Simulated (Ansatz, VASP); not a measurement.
# One calculation of SbOs, two programs

```
CELL_PARAMETERS angstrom
3.29205 0.00000 0.00000
0.00000 3.29205 0.00000
0.00000 0.00000 3.29205
ATOMIC_POSITIONS crystal
Os 0.00000 0.00000 0.00000
Sb 0.50000 0.50000 0.50000
```

Alike in both runs: functional PBE; k mesh 12 × 12 × 12; occupations fermi-dirac, width 0.05 eV; no spin polarisation.

Ansatz relaxed the structure, and its values are those at the end. VASP's run is a single point on that final structure, the one shown.

|  | VASP | Ansatz |
| --- | --- | --- |
| version | VASP 6.6.1 | Ansatz 0.2.0 |
| potentials or method | VASP PAW PBE potentials, release 64 (Os, Sb) | PAW with Ansatz's default frozen-core files, scalar-relativistic |
| plane-wave cutoff (eV) | 520 | 420 |
| valence electrons in the cell | 13 | 31 |

Ansatz gave:

- pressure (GPa): 0.0

Estimate VASP's values.

pressure (GPa): -0.1.

VASP's potentials hold 13 valence electrons a cell and Ansatz's 31, so a difference there can come from the potentials and not from the codes.

Spin-orbit coupling is off throughout.
